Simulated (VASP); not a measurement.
# BaTe (I-4m2) in VASP: further runs, part 2 of 2

VASP 6.6.1. Earlier steps stand in the parts before.

## Step 3: Single point, r2SCAN (epitaxial xy strain +4.6%)

POSCAR

```
BaTe
1.0
    0.0000000000      4.0949928075      3.4998282118
    4.0949928075      0.0000000000      3.4998282118
    4.0949928075      4.0949928075      0.0000000000
Ba Te
1 1
Direct
    0.0000000000      0.0000000000      0.0000000000
    0.2500000000      0.2500000000      0.2500000000
```

INCAR.step1

```
SYSTEM = BaTe
PREC = Accurate
ENCUT = 520
ISMEAR = 0
SIGMA = 0.01
LREAL = .False.
LASPH = .True.
NELM = 60
NBANDS = 15
GGA = PE
ALGO = Normal
EDIFF = 1E-4
LWAVE = .True.
LCHARG = .False.
```

INCAR.step2

```
SYSTEM = BaTe
PREC = Accurate
ENCUT = 520
EDIFF = 1E-7
ISMEAR = 0
SIGMA = 0.01
LREAL = .False.
LASPH = .True.
NELM = 60
ALGO = Normal
ISIF = 2
LWAVE = .False.
LCHARG = .False.
METAGGA = R2SCAN
LMIXTAU = .True.
NBANDS = 15
ISTART = 1
```

KPOINTS

```
regular mesh
0
Gamma
  6 6 6
  0 0 0
```

Potentials or basis: VASP PAW PBE potentials, release 64 (Ba_sv, Te).

On the command line:

```bash
$ cat potpaw_PBE.64/Ba_sv/POTCAR potpaw_PBE.64/Te/POTCAR > POTCAR
$ cp INCAR.step1 INCAR
$ mpirun -np 1 vasp_std > vasp.out
$ cp INCAR.step2 INCAR
$ mpirun -np 1 vasp_std > vasp.out
```

OUTCAR:

```text
SYSTEM = BaTe
   PREC = Accurate
   ENCUT = 520
   EDIFF = 1E-7
   ISMEAR = 0
   LREAL = .False.
   LASPH = .True.
   NELM = 60
   ISIF = 2
   METAGGA = R2SCAN
   ISTART = 1

 ion  position               nearest neighbor table
   1  0.000  0.000  0.000-   2 3.38   2 3.38   2 3.38   2 3.38
   2  0.250  0.250  0.250-   1 3.38   1 3.38   1 3.38   1 3.38

  LATTYP: Found a body centered tetragonal cell.
 ALAT       =     5.7911943662
 C/A-ratio  =     1.2086723361

  Lattice vectors:

 A1 = (   0.0000000000,  -4.0949928075,  -3.4998282118)
 A2 = (   0.0000000000,   4.0949928075,  -3.4998282118)
 A3 = (   4.0949928075,   0.0000000000,   3.4998282118)

Analysis of symmetry for initial positions (statically):
=====================================================================
 Subroutine PRICEL returns:
 Original cell was already a primitive cell.

 Routine SETGRP: Setting up the symmetry group for a
 body centered tetragonal supercell.

 Subroutine GETGRP returns: Found  8 space group operations
 (whereof  8 operations were pure point group operations)
 out of a pool of 16 trial point group operations.

The static configuration has the point symmetry D_2d.

Analysis of symmetry for dynamics (positions and initial velocities):
=====================================================================
 Subroutine PRICEL returns:
 Original cell was already a primitive cell.

 Routine SETGRP: Setting up the symmetry group for a
 body centered tetragonal supercell.

 Subroutine GETGRP returns: Found  8 space group operations
 (whereof  8 operations were pure point group operations)
 out of a pool of 16 trial point group operations.

The dynamic configuration has the point symmetry D_2d.

 Subroutine INISYM returns: Found  8 space group operations
 (whereof  8 operations are pure point group operations),
 and found     1 'primitive' translations

----------------------------------------------------------------------------------------

                                     Primitive cell

  volume of cell :     117.3770

  direct lattice vectors                    reciprocal lattice vectors
[... 120 lines left out ...]
  energy-cutoff  :      520.00
  volume of cell :      117.38
 maximum number of plane-waves:      3178
   NGX = 21   NGY = 21   NGZ = 21

 number of electron      16.0000000 magnetization

 Free energy of the ion-electron system (eV)
  ---------------------------------------------------
  ext. energy  EPLUGINS =         0.00000000
  ---------------------------------------------------
  free energy    TOTEN  =       -55.37549410 eV

  energy without entropy =      -55.37549410  energy(sigma->0) =      -55.37549410

 E-fermi :   0.1322     XC(G=0):  -7.1506

 val. band max:        0.0064206036   @ k =   0.5000   0.0000   0.5000
 cond. band min:       2.8513083722   @ k =   0.0000   0.0000   0.0000
 fundamental gap:      2.8448877686
 Fermi energy:         0.1321574362

 k-point     1 :       0.0000    0.0000    0.0000
  band No.  band energies     occupation
      1     -27.7790      2.00000
      2     -12.5666      2.00000
      3     -12.5320      2.00000
      4     -12.5320      2.00000
      5      -9.1188      2.00000
      6      -0.5254      2.00000
      7      -0.5254      2.00000
      8      -0.4499      2.00000
      9       2.8513      0.00000
     10       4.0726      0.00000
     11       4.8652      0.00000
     12       6.1282      0.00000
     13       6.1282      0.00000
     14       6.9616      0.00000
[... 401 lines left out ...]
      2     -12.7412      2.00000
      3     -12.6077      2.00000
      4     -12.5545      2.00000
      5      -8.7233      2.00000
      6      -1.0139      2.00000
      7      -0.2655      2.00000
      8      -0.0680      2.00000
      9       3.1432      0.00000
     10       4.1522      0.00000
     11       5.0669      0.00000
     12       5.5612      0.00000
     13       6.0005      0.00000
     14       6.6251      0.00000
     15       8.1696      0.00000

 [... further k-points ...]

------------------------ aborting loop because EDIFF is reached ----------------------------------------

  FORCE on cell =-STRESS in cart. coord.  units (eV):
  Direction    XX          YY          ZZ          XY          YZ          ZX
  --------------------------------------------------------------------------------------
  -------------------------------------------------------------------------------------
  Total        0.2666356      0.2666356      0.1027831      0.0000000      0.0000000      0.0000000
  in kB        3.6395332      3.6395332      1.4029725      0.0000000      0.0000000      0.0000000
  external PRESSURE =       2.8940130 kB  Pullay stress =       0.0000000 kB

 VOLUME and BASIS-vectors are now :
 -----------------------------------------------------------------------------
  energy-cutoff  :      520.00
  volume of cell :      117.38
      direct lattice vectors                 reciprocal lattice vectors
     0.000000000  4.094992807  3.499828212    -0.122100337  0.122100337  0.142864155
     4.094992807  0.000000000  3.499828212     0.122100337 -0.122100337  0.142864155
     4.094992807  4.094992807  0.000000000     0.122100337  0.122100337 -0.142864155

 POSITION                                       TOTAL-FORCE (eV/Angst)
 -----------------------------------------------------------------------------------
      0.00000      0.00000      0.00000         0.000000      0.000000      0.000000
      2.04750      2.04750      1.74991        -0.000000     -0.000000     -0.000000
 -----------------------------------------------------------------------------------
    total drift:                               -0.000001     -0.000001     -0.000000

  FREE ENERGIE OF THE ION-ELECTRON SYSTEM (eV)
  ---------------------------------------------------
  free  energy   TOTEN  =       -55.3754940968 eV

  energy  without entropy=      -55.3754940968  energy(sigma->0) =      -55.37549410
```

OUTCAR.step1:

```text
SYSTEM = BaTe
   PREC = Accurate
   ENCUT = 520
   ISMEAR = 0
   LREAL = .False.
   LASPH = .True.
[... 654 lines left out ...]
      0.00000      0.00000      0.00000         0.000000      0.000000      0.000000
      2.04750      2.04750      1.74991         0.000000      0.000000     -0.000000
 -----------------------------------------------------------------------------------
    total drift:                                0.000000      0.000000      0.000000

  FREE ENERGIE OF THE ION-ELECTRON SYSTEM (eV)
  ---------------------------------------------------
  free  energy   TOTEN  =        -8.0866701033 eV

  energy  without entropy=       -8.0866701033  energy(sigma->0) =       -8.08667010
```

OSZICAR.step1:

```text
N       E                     dE             d eps       ncg     rms          rms(c)
DAV:   1     0.937592541568E+02    0.93759E+02   -0.59295E+03   900   0.858E+02
DAV:   2    -0.927697432123E+00   -0.94687E+02   -0.86685E+02  1240   0.150E+02
DAV:   3    -0.823067199940E+01   -0.73030E+01   -0.72522E+01  1216   0.470E+01
DAV:   4    -0.845832763323E+01   -0.22766E+00   -0.22758E+00  1258   0.830E+00
DAV:   5    -0.846229868071E+01   -0.39710E-02   -0.39710E-02  1313   0.928E-01    0.370E+00
DAV:   6    -0.810742672492E+01    0.35487E+00   -0.37020E-01   998   0.261E+00    0.248E+00
DAV:   7    -0.806494139545E+01    0.42485E-01   -0.28762E-01  1159   0.238E+00    0.104E+00
DAV:   8    -0.808201527458E+01   -0.17074E-01   -0.35063E-02   998   0.112E+00    0.279E-01
DAV:   9    -0.808506347610E+01   -0.30482E-02   -0.68630E-03  1166   0.449E-01    0.137E-01
DAV:  10    -0.808611798232E+01   -0.10545E-02   -0.91379E-04  1054   0.167E-01    0.328E-02
DAV:  11    -0.808665413425E+01   -0.53615E-03   -0.71565E-04  1012   0.124E-01    0.356E-02
DAV:  12    -0.808667010334E+01   -0.15969E-04   -0.27830E-05  1017   0.285E-02
   1 F= -.80866701E+01 E0= -.80866701E+01  d E =-.300659E-77
```

It took 2 min on 1 thread of Intel Xeon 6975P-C (Granite Rapids), shared host; peak memory 0.31 GiB.

What came out:

- Free energy: -55.3755 eV
- Pressure: 0.3 GPa
- Band gap on the k mesh: 2.84 eV, indirect (least direct gap 3.00 eV)

Stress tensor (GPa, compression positive):
```
0.36 0.00 0.00
0.00 0.36 0.00
0.00 0.00 0.14
```

Caveat: the cell differs from its parent crystal (epitaxial xy strain +4.6%); the PAW data sets were made with another functional, which shifts forces and pressure a little; spin-orbit coupling is left out, which moves the levels of the heavy elements. A k mesh can miss the band edges.
